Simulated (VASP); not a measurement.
# Al (P6_3/mmc) in VASP: further runs

The runs below take Al through single point, with PBEsol.

Everything below comes from runs of VASP 6.6.1. Logs are shortened: lines on timing, memory, paths and dates and some standing lists are left out, and cuts for length are marked.

## Step 1: The cell of the first run

The structure is hexagonal, space group P6_3/mmc (No. 194). The conventional cell has a = 2.690 Å, b = 2.690 Å, c = 4.638 Å, α = 90.00°, β = 90.00°, γ = 120.00°. Al (site symmetry -6m2) has 12 Al at 2.69 to 2.79 Å within 3.5 Å.

## Step 2: Single point, PBEsol

Contents of INCAR:

```
SYSTEM = Al
  PREC = Accurate
  ENCUT = 520
  EDIFF = 1E-7
  ISMEAR = 0
  SIGMA = 0.15
  LREAL = .False.
  LASPH = .True.
  NELM = 60
  ALGO = Fast
  ISIF = 2
  LWAVE = .False.
  LCHARG = .False.
  GGA = PS
  NBANDS = 10
```

Contents of KPOINTS:

```
regular mesh
0
Gamma
  18 18 10
  0 0 0
```

Contents of POSCAR:

```
Al
1.0
    2.6901000000      0.0000000000      0.0000000000
   -1.3450500000      2.3296949387      0.0000000000
    0.0000000000      0.0000000000      4.6382883863
Al
2
Direct
    0.6666666667      0.3333333333      0.7500000000
    0.3333333333      0.6666666667      0.2500000000
```

Potentials or basis: VASP PAW PBE potentials, release 64 (Al).

The run is started by

```
$ cat potpaw_PBE.64/Al/POTCAR > POTCAR
$ mpirun -np 1 vasp_std > vasp.out
```

OUTCAR:

```text
SYSTEM = Al
   PREC = Accurate
   ENCUT = 520
   EDIFF = 1E-7
   ISMEAR = 0
   LREAL = .False.
   LASPH = .True.
   NELM = 60
   ISIF = 2
   GGA = PS

 ion  position               nearest neighbor table
   1  0.667  0.333  0.750-   2 2.79   2 2.79   2 2.79   2 2.79   2 2.79   2 2.79
   2  0.333  0.667  0.250-   1 2.79   1 2.79   1 2.79   1 2.79   1 2.79   1 2.79

  LATTYP: Found a hexagonal cell.
 ALAT       =     2.6901000000
 C/A-ratio  =     1.7242066787

  Lattice vectors:

 A1 = (   2.6901000000,   0.0000000000,   0.0000000000)
 A2 = (  -1.3450500000,   2.3296949387,   0.0000000000)
 A3 = (   0.0000000000,   0.0000000000,   4.6382883863)

Analysis of symmetry for initial positions (statically):
=====================================================================
 Subroutine PRICEL returns:
 Original cell was already a primitive cell.

 Routine SETGRP: Setting up the symmetry group for a
 hexagonal supercell.

 Subroutine GETGRP returns: Found 24 space group operations
 (whereof 12 operations were pure point group operations)
 out of a pool of 24 trial point group operations.

The static configuration has the point symmetry D_3d.
 The point group associated with its full space group is D_6h.

Analysis of symmetry for dynamics (positions and initial velocities):
=====================================================================
 Subroutine PRICEL returns:
 Original cell was already a primitive cell.

 Routine SETGRP: Setting up the symmetry group for a
 hexagonal supercell.

 Subroutine GETGRP returns: Found 24 space group operations
 (whereof 12 operations were pure point group operations)
 out of a pool of 24 trial point group operations.

The dynamic configuration has the point symmetry D_3d.
 The point group associated with its full space group is D_6h.

 Subroutine INISYM returns: Found 24 space group operations
 (whereof 12 operations are pure point group operations),
 and found     1 'primitive' translations

----------------------------------------------------------------------------------------

                                     Primitive cell

  volume of cell :      29.0687

  direct lattice vectors                    reciprocal lattice vectors
     2.690100000  0.000000000  0.000000000     0.371733393  0.214620374  0.000000000
    -1.345050000  2.329694939  0.000000000     0.000000000  0.429240749  0.000000000
     0.000000000  0.000000000  4.638288386     0.000000000  0.000000000  0.215596771

  length of vectors
     2.690100000  2.690100000  4.638288386     0.429240749  0.429240749  0.215596771

  position of ions in fractional coordinates (direct lattice)
     0.666666667  0.333333333  0.750000000
     0.333333333  0.666666667  0.250000000

  ion indices of the primitive-cell ions
   primitive index   ion index
                 1           1
                 2           2

----------------------------------------------------------------------------------------

 KPOINTS: regular mesh

Automatic generation of k-mesh.
 Grid dimensions read from file:
 generate k-points for:   18   18   10

 Generating k-lattice:

  Cartesian coordinates                     Fractional coordinates (reciprocal lattice)
     0.020651855  0.011923354  0.000000000     0.055555556  0.000000000  0.000000000
     0.000000000  0.023846708  0.000000000     0.000000000  0.055555556  0.000000000
     0.000000000  0.000000000  0.021559677     0.000000000  0.000000000  0.100000000

  Length of vectors
     0.023846708  0.023846708  0.021559677

  Shift w.r.t. Gamma in fractional coordinates (k-lattice)
     0.000000000  0.000000000  0.000000000

 Subroutine IBZKPT returns following result:
 ===========================================

 Found    222 irreducible k-points:

 Following reciprocal coordinates:
            Coordinates               Weight
  0.000000  0.000000  0.000000      1.000000
  0.055556  0.000000  0.000000      6.000000
  0.111111  0.000000  0.000000      6.000000
  0.166667  0.000000  0.000000      6.000000
  0.222222  0.000000  0.000000      6.000000
  0.277778  0.000000  0.000000      6.000000
[... 16 lines left out ...]
  0.333333  0.111111  0.000000     12.000000
  0.388889  0.111111  0.000000     12.000000
 [... further k-points ...]
   k-points           NKPTS =    222   k-points in BZ     NKDIM =    222   number of bands    NBANDS=     10
   number of dos      NEDOS =    301   number of ions     NIONS =      2
   total plane-waves  NPLWV =  14400
   dimension x,y,z NGX =    20 NGY =   20 NGZ =   36
   dimension x,y,z NGXF=    40 NGYF=   40 NGZF=   72
   ions per type =               2
   NGX,Y,Z   is equivalent  to a cutoff of  12.36, 12.36, 12.90 a.u.
   NGXF,Y,Z  is equivalent  to a cutoff of  24.72, 24.72, 25.81 a.u.
 SYSTEM =  Al
   PREC   = accura    normal or accurate (medium, high low for compatibility)
   ISTART =      0    job   : 0-new  1-cont  2-samecut
   ICHARG =      2    charge: 1-file 2-atom 10-const
   ISPIN  =      1    spin polarized calculation?
   LNONCOLLINEAR =      F non collinear calculations
   LSORBIT =      F    spin-orbit coupling
   LASPH  =      T    aspherical Exc in radial PAW
   ENCUT  =  520.0 eV  38.22 Ry    6.18 a.u.   5.00  5.00  8.62*2*pi/ulx,y,z
   NELM   =     60;   NELMIN=  2; NELMDL= -5     # of ELM steps
   EDIFF  = 0.1E-06   stopping-criterion for ELM
   LREAL  =      F    real-space projection
   EDIFFG = 0.1E-05   stopping-criterion for IOM
   NSW    =      0    number of steps for IOM
   IBRION =     -1    ionic relax: 0-MD 1-quasi-New 2-CG
   NFREE  =      0    steps in history (QN), initial steepest desc. (CG)
   ISIF   =      2    stress and relaxation
   ISYM   =      2    0-nonsym 1-usesym 2-fastsym
   POTIM  = 0.5000    time-step for ionic-motion
   TEBEG  =    0.0;   TEEND  =   0.0 temperature during run
   PSTRESS=    0.0 pullay stress
   NELECT =       6.0000    total number of electrons
   NUPDOWN=      -1.0000    fix difference up-down
   EMIN   =  10.00;   EMAX   =-10.00  energy-range for DOS
   EFERMI =   0.00;   METHOD = LEGACY
   ISMEAR =     0;   SIGMA  =   0.15  broadening in eV -4-tet -1-fermi 0-gaus
   EFERMI_NEDOS =   21; number of points for ismear=-14 and -15
   IALGO  =     68    algorithm
   IMIX   =      4    mixing-type and parameters
     AMIX     =   0.40;   BMIX     =  1.00
     AMIX_MAG =   1.60;   BMIX_MAG =  1.00
  volume/ion in A,a.u.               =      14.53        98.08
  Fermi-wavevector in a.u.,A,eV,Ry     =   0.967498  1.828307 12.735771  0.936053
  Thomas-Fermi vector in A             =   2.097389
   LORBIT       =      0    0 simple, 1 ext, 2 COOP (PROOUT), +10 PAW based schemes
   GGA     = PS    functional components
   LHFCALC =     F    Hartree Fock is set to
   AEXX    =    0.0000 exact exchange contribution
   IVDW    =     0    specifies the selected vdW correction
   LEPSILON=     F    determine dielectric tensor
   LRPA    =     F    only Hartree local field effects (RPA)
 non-spin polarized calculation
 RMM-DIIS sequential band-by-band and
 Gauss-broadening in eV      SIGMA  =   0.15
  energy-cutoff  :      520.00
  volume of cell :       29.07
 maximum number of plane-waves:       825
 NGX is ok and might be reduce to    20
   NGX =  9   NGY =  9   NGZ = 17

 number of electron       6.0000000 magnetization

 Free energy of the ion-electron system (eV)
  ---------------------------------------------------
  ext. energy  EPLUGINS =         0.00000000
  ---------------------------------------------------
  free energy    TOTEN  =        -7.98841513 eV

  energy without entropy =       -7.98068606  energy(sigma->0) =       -7.98455060

 E-fermi :   9.3372     XC(G=0): -10.7285

 val. band max:        9.2943544636   @ k =   0.3333   0.0000   0.0000
 cond. band min:       9.3458018839   @ k =   0.1111   0.1111   0.3000
 fundamental gap:      0.0514474203
 Fermi energy:         9.3371626547

 k-point     1 :       0.0000    0.0000    0.0000
  band No.  band energies     occupation
      1      -2.7034      2.00000
      2       3.9168      2.00000
      3       4.0843      2.00000
      4      21.1773      0.00000
      5      21.7472      0.00000
      6      21.7472      0.00000
      7      21.9256      0.00000
      8      21.9256      0.00000
      9      23.3726      0.00000
     10      25.4463      0.00000

 k-point     2 :       0.0556    0.0000    0.0000
  band No.  band energies     occupation
      1      -2.6193      2.00000
      2       3.9944      2.00000
      3       4.1657      2.00000
      4      19.7836      0.00000
      5      20.6748      0.00000
      6      21.2087      0.00000
      7      22.3726      0.00000
      8      23.0894      0.00000
      9      23.4312      0.00000
     10      25.7250      0.00000

 k-point     3 :       0.1111    0.0000    0.0000
  band No.  band energies     occupation
      1      -2.3675      2.00000
      2       4.2272      2.00000
      3       4.4089      2.00000
      4      17.5334      0.00000
      5      19.6454      0.00000
      6      20.5522      0.00000
      7      22.0598      0.00000
      8      23.4509      0.00000
      9      23.8479      0.00000
     10      24.1654      0.00000

 k-point     4 :       0.1667    0.0000    0.0000
  band No.  band energies     occupation
      1      -1.9490      2.00000
      2       4.6152      2.00000
      3       4.8099      2.00000
      4      15.2723      0.00000
      5      18.7507      0.00000
      6      19.4692      0.00000
      7      21.3669      0.00000
      8      21.3822      0.00000
      9      23.7089      0.00000
     10      23.9689      0.00000
[... 222 lines left out ...]
 k-point    22 :       0.2778    0.1111    0.0000
  band No.  band energies     occupation
      1       0.5306      2.00000
      2       6.9460      2.00000
      3       6.9726      2.00000
      4       9.5026      0.11889
      5      13.2597      0.00000
      6      15.3914      0.00000
      7      16.1603      0.00000
      8      19.7110      0.00000
      9      19.9464      0.00000
     10      21.9122      0.00000

 k-point    23 :       0.3333    0.1111    0.0000
  band No.  band energies     occupation
      1       1.5881      2.00000
      2       6.9348      2.00000
      3       7.9544      2.00000
      4       8.7279      2.00000
      5      12.5803      0.00000
      6      13.6145      0.00000
      7      14.8657      0.00000
      8      19.3004      0.00000
      9      19.6364      0.00000
     10      21.6097      0.00000

 k-point    24 :       0.3889    0.1111    0.0000
  band No.  band energies     occupation
      1       2.7940      2.00000
      2       5.5884      2.00000
      3       9.1074      1.96972
      4       9.5020      0.12007
      5      11.7081      0.00000
      6      11.9967      0.00000
      7      14.0631      0.00000
      8      19.0559      0.00000
      9      19.4464      0.00000
     10      21.4178      0.00000

 [... further k-points ...]

------------------------ aborting loop because EDIFF is reached ----------------------------------------

  FORCE on cell =-STRESS in cart. coord.  units (eV):
  Direction    XX          YY          ZZ          XY          YZ          ZX
  --------------------------------------------------------------------------------------
  -------------------------------------------------------------------------------------
  Total        2.5154459      2.5154459      1.6104826     -0.0000000     -0.0000000      0.0000000
  in kB      138.6437623    138.6437623     88.7649252     -0.0000000     -0.0000000      0.0000000
  external PRESSURE =     122.0174833 kB  Pullay stress =       0.0000000 kB

 VOLUME and BASIS-vectors are now :
 -----------------------------------------------------------------------------
  energy-cutoff  :      520.00
  volume of cell :       29.07
      direct lattice vectors                 reciprocal lattice vectors
     2.690100000  0.000000000  0.000000000     0.371733393  0.214620374  0.000000000
    -1.345050000  2.329694939  0.000000000     0.000000000  0.429240749  0.000000000
     0.000000000  0.000000000  4.638288386     0.000000000  0.000000000  0.215596771

 POSITION                                       TOTAL-FORCE (eV/Angst)
 -----------------------------------------------------------------------------------
      1.34505      0.77656      3.47872        -0.000000     -0.000000      0.000000
     -0.00000      1.55313      1.15957         0.000000      0.000000      0.000000
 -----------------------------------------------------------------------------------
    total drift:                                0.000000     -0.000000      0.000000

  FREE ENERGIE OF THE ION-ELECTRON SYSTEM (eV)
  ---------------------------------------------------
  free  energy   TOTEN  =        -7.9884151307 eV

  energy  without entropy=       -7.9806860594  energy(sigma->0) =       -7.98455060
```

Wall time 27 s (1 thread of Intel Xeon 6975P-C (Granite Rapids), shared host); peak memory 0.17 GiB.

What came out:

```yaml
Free_energy: -7.9884 eV
Pressure: 12.2 GPa
Band_gap_on_the_k_mesh: zero (band 3 reaches 13.28 eV, above the bottom of band 4 at 6.10 eV)
```

Caveat: the PAW data sets were made with another functional, which shifts forces and pressure a little.

## Step 3: Single point, PBEsol

This run uses another cell than the first one, of 14.78 Å³/atom, 1.017 times its volume.

Contents of INCAR:

```
SYSTEM = Al
PREC = Accurate
ENCUT = 520
EDIFF = 1E-7
ISMEAR = 0
SIGMA = 0.15
LREAL = .False.
LASPH = .True.
NELM = 60
ALGO = Normal
ISIF = 2
LWAVE = .False.
LCHARG = .True.
GGA = PS
LELF = .True.
LVHAR = .True.
NBANDS = 10
```

Contents of KPOINTS:

```
Automatic mesh
0
Gamma
  18 18 10
  0 0 0
```

Contents of POSCAR:

```
Al
1.0
    2.6502000000      0.0000000000      0.0000000000
   -1.3251000000      2.2951405251      0.0000000000
    0.0000000000      0.0000000000      4.8609000000
Al
2
Direct
    0.6666666667      0.3333333333      0.7500000000
    0.3333333333      0.6666666667      0.2500000000
```

Potentials or basis: VASP PAW PBE potentials, release 64 (Al).

The run is started by

```
$ cat potpaw_PBE.64/Al/POTCAR > POTCAR
$ mpirun -np 1 vasp_std > vasp.out
```

It took 21 s on 1 thread of Intel Xeon 6975P-C (Granite Rapids), shared host; peak memory 0.16 GiB.

The run converged. Its results:

```yaml
Free_energy: -7.9544 eV
Pressure: 11.7 GPa
Band_gap_on_the_k_mesh: zero (band 3 reaches 12.41 eV, above the bottom of band 4 at 6.10 eV)
```

Stress tensor (GPa, compression positive):
```
16.20  0.00  0.00
 0.00 16.20  0.00
 0.00  0.00  2.64
```

Levels at points of the mesh, in eV from the Fermi level:
```
           k point  band 1  band 2  band 3  band 4  band 5  band 6
(0.00, 0.00, 0.00)  -11.88   -5.93   -5.59   10.51   11.76   13.18
(0.50, 0.00, 0.00)   -5.17   -5.01    0.36    0.67    1.27    1.32
(0.00, 0.00, 0.50)  -10.32  -10.32    1.55    1.55   13.92   13.92
(0.50, 0.00, 0.50)   -4.07   -4.07   -3.00   -3.00    7.35    7.35
```

Caveat: the PAW data sets were made with another functional, which shifts forces and pressure a little.

## Step 4: Single point, PBEsol

This run uses another cell than the first one, of 14.73 Å³/atom, 1.013 times its volume.

Contents of INCAR:

```
SYSTEM = Al
PREC = Accurate ; ENCUT = 520
EDIFF = 1E-6 ; ISMEAR = 0
SIGMA = 0.15 ; LREAL = .False.
LASPH = .True. ; NELM = 100
ALGO = Normal ; ISIF = 2
LWAVE = .False. ; LCHARG = .False.
GGA = PS ; NBANDS = 10
```

Contents of KPOINTS:

```
regular mesh
0
Gamma
  18 18 10
  0 0 0
```

Contents of POSCAR:

```
Al
1.0
    2.7300000000      0.0000000000      0.0000000000
   -1.3650000000      2.3642493523      0.0000000000
    0.0000000000      0.0000000000      4.5641000000
Al
2
Direct
    0.6666666667      0.3333333333      0.7500000000
    0.3333333333      0.6666666667      0.2500000000
```

The run is started by

```
$ cat potpaw_PBE.64/Al/POTCAR > POTCAR
$ mpirun -np 1 vasp_std > vasp.out
```

Wall time 17 s (1 thread of Intel Xeon 6975P-C (Granite Rapids), shared host); peak memory 0.17 GiB.

The run converged. Its results:

* Free energy: -8.0257 eV
* Pressure: 10.2 GPa
* Band gap on the k mesh: zero (band 3 reaches 13.32 eV, above the bottom of band 4 at 5.88 eV)

Stress tensor (GPa, compression positive):
```
10.51  0.00  0.00
 0.00 10.51  0.00
 0.00  0.00  9.62
```

Levels at points of the mesh, in eV from the Fermi level:
```tsv
k point	band 1	band 2	band 3	band 4	band 5	band 6	band 7	band 8
(0.00, 0.00, 0.00)	-11.94	-5.19	-4.84	11.92	11.92	11.93	11.93	12.33
(0.50, 0.00, 0.00)	-5.51	-5.51	0.59	1.13	1.30	1.88	6.45	8.35
(0.00, 0.00, 0.50)	-10.18	-10.18	3.21	3.21	12.79	12.79	12.79	12.79
(0.50, 0.00, 0.50)	-4.25	-4.25	-3.30	-3.30	7.77	7.77	7.93	7.93
```

Caveat: the PAW data sets were made with another functional, which shifts forces and pressure a little.

## Step 5: Single point, PBEsol

This run uses another cell than the first one, of 14.77 Å³/atom, 1.016 times its volume.

Contents of INCAR:

```
SYSTEM = Al
ALGO     = Normal         ! electronic algorithm
EDIFF    = 1E-6           ! SCF threshold, eV
ENCUT    = 520            ! plane-wave cutoff, eV
GGA      = PS             ! functional
ISIF     = 2              ! what is computed and relaxed
ISMEAR   = 0              ! smearing method
LASPH    = .TRUE.         ! aspherical terms in the spheres
LCHARG   = .FALSE.        ! write CHGCAR
LREAL    = .FALSE.        ! projectors in reciprocal space
LWAVE    = .FALSE.        ! write WAVECAR
NBANDS   = 10             ! bands
NELM     = 60             ! most SCF steps
PREC     = Accurate       ! precision mode
SIGMA    = 0.15           ! smearing width, eV
```

Contents of KPOINTS:

```
k-points
0
G
  18 18 10
  0 0 0
```

Contents of POSCAR:

```
Al
1.0
    2.6901000000      0.0000000000      0.0000000000
   -1.3450500000      2.3296949387      0.0000000000
    0.0000000000      0.0000000000      4.7125000000
Al
2
Direct
    0.6666666667      0.3333333333      0.7500000000
    0.3333333333      0.6666666667      0.2500000000
```

The run is started by

```
$ cat potpaw_PBE.64/Al/POTCAR > POTCAR
$ mpirun -np 1 vasp_std > vasp.out
```

Wall time 17 s (1 thread of Intel Xeon 6975P-C (Granite Rapids), shared host); peak memory 0.17 GiB.

The run converged. Its results:

```yaml
Free_energy: -8.0102 eV
Pressure: 10.5 GPa
Band_gap_on_the_k_mesh: zero (band 3 reaches 12.93 eV, above the bottom of band 4 at 5.98 eV)
```

Stress tensor (GPa, compression positive):
```
12.67  0.00  0.00
 0.00 12.67  0.00
 0.00  0.00  6.15
```

Levels at points of the mesh, in eV from the Fermi level:
```csv
k point,band 1,band 2,band 3,band 4,band 5,band 6,band 7,band 8
"(0.00, 0.00, 0.00)",-11.90,-5.41,-5.40,11.47,12.55,12.55,12.74,12.74
"(0.50, 0.00, 0.00)",-5.34,-5.26,0.61,0.72,1.26,1.59,7.08,8.78
"(0.00, 0.00, 0.50)",-10.25,-10.25,2.35,2.35,13.36,13.36,13.36,13.36
"(0.50, 0.00, 0.50)",-4.16,-4.16,-3.16,-3.16,7.60,7.60,8.47,8.47
```

Caveat: the PAW data sets were made with another functional, which shifts forces and pressure a little.

## Step 6: The runs side by side

| cell | gap on the mesh (eV) | pressure (GPa) |
| --- | --- | --- |
| a = 2.690, b = 2.690, c = 4.638 Å, angles 90.0, 90.0, 120.0°, 2 atoms | none | 12.2 |
| a = 2.650, b = 2.650, c = 4.861 Å, angles 90.0, 90.0, 120.0°, 2 atoms | none | 11.7 |
| a = 2.730, b = 2.730, c = 4.564 Å, angles 90.0, 90.0, 120.0°, 2 atoms | none | 10.2 |
| a = 2.690, b = 2.690, c = 4.713 Å, angles 90.0, 90.0, 120.0°, 2 atoms | none | 10.5 |

Alike in all rows: task single point; level PBEsol; potentials or basis VASP PAW PBE potentials, release 64 (Al); no spin polarisation; k mesh 18 × 18 × 10; cutoff (eV) 520; smearing gaussian 0.15 eV.

Caveats: the PAW data sets were made with another functional, which shifts forces and pressure a little.

Total energies depend on the potentials used, so only differences within one code and one set of settings carry meaning.
